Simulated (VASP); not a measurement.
Pd:

```
CELL_PARAMETERS angstrom
0.00000 1.94500 1.94500
1.94500 0.00000 1.94500
1.94500 1.94500 0.00000
ATOMIC_POSITIONS crystal
Pd 0.00000 0.00000 0.00000
```

| Item | Value |
| --- | --- |
| Program | VASP 6.6.1 |
| Task | relaxation of cell and atoms |
| Functional | PBE |
| Potentials or basis | VASP PAW PBE potentials, release 64 (Pd) |
| Cutoff | 500 eV |
| k mesh | 11 × 11 × 11 |
| Occupations | fermi-dirac, width 0.05 eV |
| Spin | no spin polarisation |

At the start: pressure 7.7 GPa; volume 14.72 Å³/atom.

Task: Where does the relaxation end?

Result: Over 3 steps the energy falls by 14.4 meV/atom and the volume is 15.35 Å³/atom (+4.3 %); space group Fm-3m (No. 225, to 0.1 Å) before and after.

The path:
| step | energy change (eV) | largest force (eV/Å) | pressure (GPa) | volume (Å³) |
| --- | --- | --- | --- | --- |
| 1 | 0.0000 | 0.0000 | 7.75 | 14.72 |
| 2 | 0.0121 | 0.0000 | -8.42 | 16.28 |
| 3 | -0.0144 | 0.0000 | -0.08 | 15.35 |

Final structure:
```
Pd
1.0
     0.00000    1.97249    1.97249
     1.97249    0.00000    1.97249
     1.97249    1.97249    0.00000
Pd
1
Direct
  0.00000 0.00000 0.00000
```
